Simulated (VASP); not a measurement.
Set up this calculation in VASP 6.6.1, as the native input.

| Quantity | Value |
| --- | --- |
| Task | single point |
| Functional | PBEsol |
| Potentials or basis | VASP PAW PBE potentials, release 64 (Ca_sv, Se) |
| Cutoff | 520 eV |
| k mesh | 7 × 7 × 7 |
| Occupations | fermi-dirac, width 0.03 eV |
| Spin | no spin polarisation |
| Dipole correction | no |
| Further INCAR settings | ALGO = Normal; EDIFF = 1e-06; NBANDS = 15 |

The structure of CaSe lies in POSCAR:

```
CaSe
1.0
    0.0000000000      2.9702381052      2.9702381052
    2.9702381052      0.0000000000      2.9702381052
    2.9702381052      2.9702381052      0.0000000000
Ca Se
1 1
Direct
   -0.0600000000     -0.0600000000      0.0600000000
    0.5600000000      0.5600000000      0.4400000000
```

This cell differs from its parent crystal: shortest bond scaled by 0.76.

One way to write it, as run:

INCAR

```
ALGO = Normal
EDIFF = 1E-6
ENCUT = 520
GGA = PS
ISIF = 2
ISMEAR = -1
LASPH = True
LCHARG = False
LREAL = False
LWAVE = False
NBANDS = 15
NELM = 100
PREC = Accurate
SIGMA = 0.03
```

KPOINTS

```
k-points
0
Gamma
  7 7 7
```

Potentials or basis: VASP PAW PBE potentials, release 64 (Ca_sv, Se).

Run with:

```sh
$ cat potpaw_PBE.64/Ca_sv/POTCAR potpaw_PBE.64/Se/POTCAR > POTCAR
$ mpirun -np 1 vasp_std > vasp.out
```

It gave:

* Pressure: 10.6 GPa
* Largest force: 6.245 eV/Å
* Band gap on the k mesh: 2.61 eV, indirect (least direct gap 3.12 eV)

Caveat: the cell differs from its parent crystal (shortest bond scaled by 0.76); the PAW data sets were made with another functional, which shifts forces and pressure a little.

Wall time 12 s on 1 thread of Intel(R) Xeon(R) 6975P-C (Granite Rapids), with other jobs on the host, peak memory 0.19 GiB.
